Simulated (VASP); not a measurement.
Br, 1 atom in the cell. It takes space group I4/mmm (No. 139, tetragonal). Conventional cell: a = 2.789 Å, b = 2.789 Å, c = 7.009 Å, α = 90.00°, β = 90.00°, γ = 90.00°. Within 3.7 Å of Br (site symmetry 4/mmm) lie 4 Br at 2.79 Å. 

```yaml
Program: VASP 6.6.1
Task: single point
Functional: revpbe exchange, lda correlation
Potentials_or_basis: VASP PAW PBE potentials, release 64 (Br)
Cutoff: 500 eV
k_mesh: 10 × 10 × 10
Occupations: gaussian, width 0.025 eV
Spin: non-collinear spin, typed start
Starting_moments: "[[0.0, 0.0, 0.5]] μB"
Dipole_correction: no
Further_INCAR_settings: ALGO = Normal; EDIFF = 1e-06; NBANDS = 18
```

Potentials or basis: VASP PAW PBE potentials, release 64 (Br).

Command:

```console
$ cat potpaw_PBE.64/Br/POTCAR > POTCAR
$ mpirun -np 1 vasp_ncl > vasp.out
```

Hardware: 1 thread of Intel(R) Xeon(R) 6975P-C (Granite Rapids), with other jobs on the host.

Task: How long does it take, and how much memory?

Result: It took 93 s on 1 thread of Intel(R) Xeon(R) 6975P-C (Granite Rapids), on a shared host, peak memory 0.33 GiB. Counts: scf iterations 13, k points 144.
